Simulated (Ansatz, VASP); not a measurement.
## BaTiO3 in VASP and in Ansatz

```
CELL_PARAMETERS angstrom
3.92813 0.00000 0.00000
0.00000 3.92813 0.00000
0.00000 0.00000 3.92813
ATOMIC_POSITIONS crystal
Ba 0.50034 0.50000 0.50000
Ti 0.01270 0.00000 0.00000
O 0.47935 0.00000 0.00000
O 0.98985 0.50000 0.00000
O 0.98985 0.00000 0.50000
```

Change from the starting cell: mode 1 frozen in at -0.083 Å, equal normal strain along x, y and z -0.0250.

Alike in both runs: task single point; functional PBE; k mesh 8 × 8 × 8; occupations gaussian, width 0.05 eV; no spin polarisation; Hubbard terms Ti d U = 4.0 eV.

|  | VASP | Ansatz |
| --- | --- | --- |
| version | VASP 6.6.1 | Ansatz 0.2.0 |
| potentials or method | VASP PAW PBE potentials, release 64 (Ba_sv, Ti_sv, O), cutoff 520 eV | scalar-relativistic, plane waves, PAW |
| valence electrons in the cell | 40 | 40 |

Ansatz gave:

* gap on the k mesh at the Fermi level (eV): 2.47
* least direct gap on the mesh (eV): 2.69
* pressure (GPa): 15.9
* traceless stress, the component that is largest in VASP (GPa): 1.97
* rms of the force components (eV/Å): 0.241

Task: What did VASP give for the same quantities?

Result: gap on the k mesh at the Fermi level (eV): 2.40; least direct gap on the mesh (eV): 2.66; pressure (GPa): 20.6; traceless stress, the component that is largest in VASP (GPa): 2.40; rms of the force components (eV/Å): 0.420.

The programs project onto different local orbitals, so the same U acts differently, and such runs can settle in different states. Atom by atom the forces differ by 0.181 eV/Å (rms over components).

Spin-orbit coupling is off throughout.
